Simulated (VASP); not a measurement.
A run of VASP 6.6.1 is set up as follows.

File INCAR:

```
SYSTEM = ZnO
  ALGO = Normal
  EDIFF = 1E-8
  ENCUT = 1000
  GGA_COMPAT = .False.
  ISIF = 2
  ISMEAR = -1
  LASPH = .True.
  LCHARG = .False.
  LEFG = .True.
  LREAL = .False.
  LWAVE = .False.
  NBANDS = 26
  NELM = 120
  PREC = Accurate
  SIGMA = 0.02
```

The input KPOINTS:

```
k-points
0
Gamma
  11 11 6
  0 0 0
```

File POSCAR:

```
ZnO
1.0
    3.2818927111      0.0000000000      0.0000000000
   -1.6409463555      2.8422024603      0.0000000000
    0.0000000000      0.0000000000      5.2038000000
Zn O
2 2
Direct
    0.3333333333      0.6666666667      0.0000000000
    0.6666666667      0.3333333333      0.5000000000
    0.3333333333      0.6666666667      0.3821000000
    0.6666666667      0.3333333333      0.8821000000
```

Potentials or basis: VASP PAW LDA potentials, release 64 (Zn, O_h).

The run is started by

```console
$ cat potpaw_LDA.64/Zn/POTCAR potpaw_LDA.64/O_h/POTCAR > POTCAR
$ mpirun -np 1 vasp_std > vasp.out
```

Q: Estimate the band gap on the k mesh.

A: 0.72 eV.

Q: What does it give for the largest force?

A: 0.027 eV/Å.

Q: What does it give for the pressure?

A: -8.5 GPa.

Forces on the atoms (eV/Å):
```
Zn   0.000  0.000 -0.027
Zn   0.000  0.000 -0.027
O    0.000  0.000  0.027
O    0.000  0.000  0.027
```

Caveat: the cell differs from its parent crystal (equal xx and yy strain of +1 %); the cell stands under tension; semilocal functionals underestimate gaps, and a narrow one can read as zero; without QUAD_EFG the Cq values of the log hold for a quadrupole moment of 1 mb, not for the nuclei.
